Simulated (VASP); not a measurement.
# CrO2 (P6/mmm) in VASP: single point with PBE

Aim: the single point of CrO2 with PBE.

All numbers are computed with VASP 6.6.1; they aren't measurements. Logs are shortened: lines on timing, memory, paths and dates and some standing lists are left out, and cuts for length are marked.

### 1 The cell of the first run

Symmetry: P6/mmm, No. 191, hexagonal system. The conventional cell has a = 3.464 Å, b = 3.464 Å, c = 2.568 Å, α = 90.00°, β = 90.00°, γ = 120.00°. Within 3.1 Å of Cr (site symmetry 6/mmm) lie 12 O at 2.38 Å and 2 Cr at 2.57 Å. O (site symmetry -6m2) has 5 O at 2.00 to 2.57 Å and 6 Cr at 2.38 Å within 2.7 Å.

The cell was generated, and may not be a known phase.

### 2 Single point, PBE, collinear spin, ferromagnetic start

Contents of INCAR:

```
PREC = Accurate
ENCUT = 700
EDIFF = 1E-6
ISMEAR = 0
SIGMA = 0.1
LREAL = False
LASPH = True
NELM = 200
ALGO = Normal
ISIF = 2
LWAVE = False
LCHARG = False
ISPIN = 2
MAGMOM = 3 0 0
LORBIT = 11
LMAXMIX = 4
GGA = PE
NBANDS = 24
GGA_COMPAT = False
```

Contents of KPOINTS:

```
Automatic mesh
0
Gamma
  6 6 6
```

Contents of POSCAR:

```
CrO2
1.0
    3.4644309500      0.0000000000      0.0000000000
   -1.7322154800      3.0002852100      0.0000000000
    0.0000000000      0.0000000000      2.5676436600
Cr O
1 2
Direct
    0.0000000000      0.0000000000      0.0000000000
    0.3333333300      0.6666666700      0.5000000000
    0.6666666700      0.3333333300      0.5000000000
```

Potentials or basis: VASP PAW PBE potentials, release 64 (Cr_sv, O).

On the command line:

```sh
> cat potpaw_PBE.64/Cr_sv/POTCAR potpaw_PBE.64/O/POTCAR > POTCAR
> mpirun -np 1 vasp_std > vasp.out
```

OUTCAR:

```text
PREC = Accurate
   ENCUT = 700
   EDIFF = 1E-6
   ISMEAR = 0
   LREAL = False
   LASPH = True
   NELM = 200
   ISIF = 2
   ISPIN = 2
   LORBIT = 11
   GGA = PE

 ion  position               nearest neighbor table
   1  0.000  0.000  0.000-   2 2.38   3 2.38   2 2.38   3 2.38   3 2.38   3 2.38   2 2.38   2 2.38
                             3 2.38   3 2.38   2 2.38   2 2.38
   2  0.333  0.667  0.500-   1 2.38   1 2.38   1 2.38   1 2.38   1 2.38   1 2.38
   3  0.667  0.333  0.500-   1 2.38   1 2.38   1 2.38   1 2.38   1 2.38   1 2.38

  LATTYP: Found a hexagonal cell.
 ALAT       =     3.4644309500
 C/A-ratio  =     0.7411444180

  Lattice vectors:

 A1 = (   3.4644309500,   0.0000000000,   0.0000000000)
 A2 = (  -1.7322154800,   3.0002852100,   0.0000000000)
 A3 = (   0.0000000000,   0.0000000000,   2.5676436600)

Analysis of symmetry for initial positions (statically):
=====================================================================
 Subroutine PRICEL returns:
 Original cell was already a primitive cell.

 Routine SETGRP: Setting up the symmetry group for a
 hexagonal supercell.

 Subroutine GETGRP returns: Found 24 space group operations
 (whereof 24 operations were pure point group operations)
 out of a pool of 24 trial point group operations.

The static configuration has the point symmetry D_6h.

Analysis of symmetry for dynamics (positions and initial velocities):
=====================================================================
 Subroutine PRICEL returns:
 Original cell was already a primitive cell.

 Routine SETGRP: Setting up the symmetry group for a
 hexagonal supercell.

 Subroutine GETGRP returns: Found 24 space group operations
 (whereof 24 operations were pure point group operations)
 out of a pool of 24 trial point group operations.

The dynamic configuration has the point symmetry D_6h.

Analysis of structural, dynamic, and magnetic symmetry:
=====================================================================
 Subroutine PRICEL returns:
 Original cell was already a primitive cell.

 Routine SETGRP: Setting up the symmetry group for a
 hexagonal supercell.

 Subroutine GETGRP returns: Found 24 space group operations
 (whereof 24 operations were pure point group operations)
 out of a pool of 24 trial point group operations.

The overall configuration has the point symmetry D_6h.

 Subroutine INISYM returns: Found 24 space group operations
 (whereof 24 operations are pure point group operations),
 and found     1 'primitive' translations

----------------------------------------------------------------------------------------

                                     Primitive cell

  volume of cell :      26.6888

  direct lattice vectors                    reciprocal lattice vectors
     3.464430950  0.000000000  0.000000000     0.288647693  0.166650824  0.000000000
    -1.732215480  3.000285210  0.000000000     0.000000000  0.333301646  0.000000000
     0.000000000  0.000000000  2.567643660     0.000000000  0.000000000  0.389462142

  length of vectors
     3.464430950  3.464430950  2.567643660     0.333301646  0.333301646  0.389462142

  position of ions in fractional coordinates (direct lattice)
     0.000000000  0.000000000  0.000000000
     0.333333330  0.666666670  0.500000000
     0.666666670  0.333333330  0.500000000

  ion indices of the primitive-cell ions
   primitive index   ion index
                 1           1
                 2           2
                 3           3

----------------------------------------------------------------------------------------

 KPOINTS: Automatic mesh

Automatic generation of k-mesh.
 Grid dimensions read from file:
 generate k-points for:    6    6    6

 Generating k-lattice:

  Cartesian coordinates                     Fractional coordinates (reciprocal lattice)
     0.048107949  0.027775137  0.000000000     0.166666667 -0.000000000  0.000000000
     0.000000000  0.055550274  0.000000000     0.000000000  0.166666667  0.000000000
     0.000000000  0.000000000  0.064910357     0.000000000  0.000000000  0.166666667

  Length of vectors
     0.055550274  0.055550274  0.064910357

  Shift w.r.t. Gamma in fractional coordinates (k-lattice)
     0.000000000  0.000000000  0.000000000

 Subroutine IBZKPT returns following result:
 ===========================================

 Found     28 irreducible k-points:

 Following reciprocal coordinates:
            Coordinates               Weight
  0.000000  0.000000  0.000000      1.000000
  0.166667  0.000000  0.000000      6.000000
  0.333333  0.000000  0.000000      6.000000
  0.500000 -0.000000  0.000000      3.000000
  0.166667  0.166667  0.000000      6.000000
  0.333333  0.166667  0.000000     12.000000
[... 16 lines left out ...]
  0.166667  0.000000  0.500000      6.000000
  0.333333  0.000000  0.500000      6.000000
 [... further k-points ...]
   k-points           NKPTS =     28   k-points in BZ     NKDIM =     28   number of bands    NBANDS=     24
   number of dos      NEDOS =    301   number of ions     NIONS =      3
   total plane-waves  NPLWV =  21600
   dimension x,y,z NGX =    30 NGY =   30 NGZ =   24
   dimension x,y,z NGXF=    60 NGYF=   60 NGZF=   48
   ions per type =               1   2
   NGX,Y,Z   is equivalent  to a cutoff of  14.40, 14.40, 15.54 a.u.
   NGXF,Y,Z  is equivalent  to a cutoff of  28.79, 28.79, 31.08 a.u.
 SYSTEM =  unknown system
   PREC   = accura    normal or accurate (medium, high low for compatibility)
   ISTART =      0    job   : 0-new  1-cont  2-samecut
   ICHARG =      2    charge: 1-file 2-atom 10-const
   ISPIN  =      2    spin polarized calculation?
   LNONCOLLINEAR =      F non collinear calculations
   LSORBIT =      F    spin-orbit coupling
   LASPH  =      T    aspherical Exc in radial PAW
   ENCUT  =  700.0 eV  51.45 Ry    7.17 a.u.   7.47  7.47  5.54*2*pi/ulx,y,z
   NELM   =    200;   NELMIN=  2; NELMDL= -5     # of ELM steps
   EDIFF  = 0.1E-05   stopping-criterion for ELM
   LREAL  =      F    real-space projection
   EDIFFG = 0.1E-04   stopping-criterion for IOM
   NSW    =      0    number of steps for IOM
   IBRION =     -1    ionic relax: 0-MD 1-quasi-New 2-CG
   NFREE  =      0    steps in history (QN), initial steepest desc. (CG)
   ISIF   =      2    stress and relaxation
   ISYM   =      2    0-nonsym 1-usesym 2-fastsym
   POTIM  = 0.5000    time-step for ionic-motion
   TEBEG  =    0.0;   TEEND  =   0.0 temperature during run
   PSTRESS=    0.0 pullay stress
   NELECT =      26.0000    total number of electrons
   NUPDOWN=      -1.0000    fix difference up-down
   EMIN   =  10.00;   EMAX   =-10.00  energy-range for DOS
   EFERMI =   0.00;   METHOD = LEGACY
   ISMEAR =     0;   SIGMA  =   0.10  broadening in eV -4-tet -1-fermi 0-gaus
   EFERMI_NEDOS =   21; number of points for ismear=-14 and -15
   IALGO  =     38    algorithm
   IMIX   =      4    mixing-type and parameters
     AMIX     =   0.40;   BMIX     =  1.00
     AMIX_MAG =   1.60;   BMIX_MAG =  1.00
  volume/ion in A,a.u.               =       8.90        60.03
  Fermi-wavevector in a.u.,A,eV,Ry     =   1.622892  3.066821 35.834719  2.633778
  Thomas-Fermi vector in A             =   2.716431
   LORBIT       =     11    0 simple, 1 ext, 2 COOP (PROOUT), +10 PAW based schemes
   GGA     = PE    functional components
   LHFCALC =     F    Hartree Fock is set to
   AEXX    =    0.0000 exact exchange contribution
   IVDW    =     0    specifies the selected vdW correction
   LEPSILON=     F    determine dielectric tensor
   LRPA    =     F    only Hartree local field effects (RPA)
 spin polarized calculation
 Gauss-broadening in eV      SIGMA  =   0.10
  energy-cutoff  :      700.00
  volume of cell :       26.69
 maximum number of plane-waves:      1134
 NGX is ok and might be reduce to    30
   NGX = 15   NGY = 15   NGZ = 11

 number of electron      25.9999995 magnetization       2.2928767

 Free energy of the ion-electron system (eV)
  ---------------------------------------------------
  ext. energy  EPLUGINS =         0.00000000
  ---------------------------------------------------
  free energy    TOTEN  =       -19.00868577 eV

  energy without entropy =      -18.99248860  energy(sigma->0) =      -19.00058718

 E-fermi :   8.7597     XC(G=0): -12.7165

 val. band max:        8.7043736249   @ k =   0.3333   0.1667   0.3333
 cond. band min:       8.7785770802   @ k =   0.1667   0.1667   0.3333
 fundamental gap:      0.0742034553
 Fermi energy:         8.7596936484

 spin component 1

 k-point     1 :       0.0000    0.0000    0.0000
  band No.  band energies     occupation
      1     -64.5437      1.00000
      2     -35.8502      1.00000
      3     -35.8502      1.00000
      4     -35.6185      1.00000
      5     -12.2904      1.00000
      6      -6.7058      1.00000
[... 16 lines left out ...]
     23      30.2758      0.00000
     24      30.2758      0.00000
[... 598 lines left out ...]
      2     -36.0412      1.00000
      3     -35.8227      1.00000
      4     -35.8091      1.00000
      5     -10.3593      1.00000
      6      -7.5097      1.00000
[... 16 lines left out ...]
     23      30.6345      0.00000
     24      31.0174      0.00000

 [... further k-points ...]

 spin component 2

 k-point     1 :       0.0000    0.0000    0.0000
  band No.  band energies     occupation
      1     -61.5388      1.00000
      2     -32.8744      1.00000
      3     -32.8744      1.00000
      4     -32.6957      1.00000
      5     -12.7049      1.00000
      6      -7.3140      1.00000
[... 16 lines left out ...]
     23      30.8446      0.00000
     24      30.8446      0.00000
[... 598 lines left out ...]
      2     -33.1476      1.00000
      3     -32.8449      1.00000
      4     -32.8286      1.00000
      5     -10.8615      1.00000
      6      -8.0944      1.00000
[... 16 lines left out ...]
     23      31.4404      0.00000
     24      31.7178      0.00000

 [... further k-points ...]
[... 5 lines left out ...]
  --------------------------------------------------------------------------------------
  -------------------------------------------------------------------------------------
  Total        0.3976552      0.3976552      0.3704520     -0.0000000      0.0000000      0.0000000
  in kB       23.8719562     23.8719562     22.2389041     -0.0000000      0.0000000      0.0000000
  external PRESSURE =      23.3276055 kB  Pullay stress =       0.0000000 kB

 VOLUME and BASIS-vectors are now :
 -----------------------------------------------------------------------------
  energy-cutoff  :      700.00
  volume of cell :       26.69
      direct lattice vectors                 reciprocal lattice vectors
     3.464430950  0.000000000  0.000000000     0.288647693  0.166650824  0.000000000
    -1.732215480  3.000285210  0.000000000     0.000000000  0.333301646  0.000000000
     0.000000000  0.000000000  2.567643660     0.000000000  0.000000000  0.389462142

 POSITION                                       TOTAL-FORCE (eV/Angst)
 -----------------------------------------------------------------------------------
      0.00000      0.00000      0.00000         0.000000      0.000000      0.000000
     -0.00000      2.00019      1.28382        -0.000000      0.000000      0.000000
      1.73222      1.00010      1.28382        -0.000000      0.000000      0.000000
 -----------------------------------------------------------------------------------
    total drift:                                0.000000      0.000000      0.000000

  FREE ENERGIE OF THE ION-ELECTRON SYSTEM (eV)
  ---------------------------------------------------
  free  energy   TOTEN  =       -19.0086857684 eV

  energy  without entropy=      -18.9924885951  energy(sigma->0) =      -19.00058718

 total charge

# of ion       s       p       d       tot
------------------------------------------
    1        2.080   5.964   3.549  11.593
    2        1.628   3.215   0.000   4.843
    3        1.628   3.215   0.000   4.843
--------------------------------------------------
tot          5.336  12.393   3.549  21.278

 magnetization (x)

# of ion       s       p       d       tot
------------------------------------------
    1        0.014   0.013   2.594   2.620
    2        0.004  -0.303   0.000  -0.299
    3        0.004  -0.303   0.000  -0.299
--------------------------------------------------
tot          0.022  -0.592   2.594   2.023
```

Run time: 55 s. Hardware: 1 thread of Intel Xeon 6975P-C (Granite Rapids), shared host; peak memory 0.19 GiB.

Results:

* Free energy: -19.0087 eV
* Pressure: 2.3 GPa
* Net moment: 2.29 μB per cell
* Site moments: Cr +2.62; O -0.30 μB
* Valence electrons inside the program's atomic spheres: Cr 11.59; O 4.84

Stress tensor (GPa, compression positive):
```
2.39 0.00 0.00
0.00 2.39 0.00
0.00 0.00 2.22
```

Levels at points of the mesh, in eV from the Fermi level:
Spin up:
```csv
k point,band 11,band 12,band 13,band 14,band 15,band 16,band 17,band 18
"(0.00, 0.00, 0.00)",-1.40,-1.40,-0.41,-0.41,0.13,0.27,0.27,3.72
"(0.50, 0.00, 0.00)",-1.94,-0.96,-0.84,-0.71,-0.47,0.98,1.95,7.25
"(0.00, 0.00, 0.50)",-3.85,-2.34,-1.50,-1.50,0.70,2.06,2.06,7.64
"(0.50, 0.00, 0.50)",-1.92,-0.83,-0.15,0.06,0.63,0.79,0.98,8.83
```
Spin down:
| k point | band 10 | band 11 | band 12 | band 13 | band 14 | band 15 |
| --- | --- | --- | --- | --- | --- | --- |
| (0.00, 0.00, 0.00) | -1.83 | -1.83 | -0.95 | -0.43 | 2.32 | 2.32 |
| (0.50, 0.00, 0.00) | -1.35 | -1.30 | -0.91 | -0.24 | 1.71 | 2.24 |
| (0.00, 0.00, 0.50) | -3.01 | -3.01 | -2.80 | 1.12 | 1.12 | 3.15 |
| (0.50, 0.00, 0.50) | -4.93 | -1.37 | 0.30 | 1.92 | 2.00 | 2.16 |

Caveat: the k points lie up to 0.41 Å⁻¹ apart; a cell with one magnetic atom can't hold antiferromagnetic order, which such compounds often take; semilocal functionals often make such compounds metallic where correlation or magnetic order opens a gap, which also shifts bond lengths.
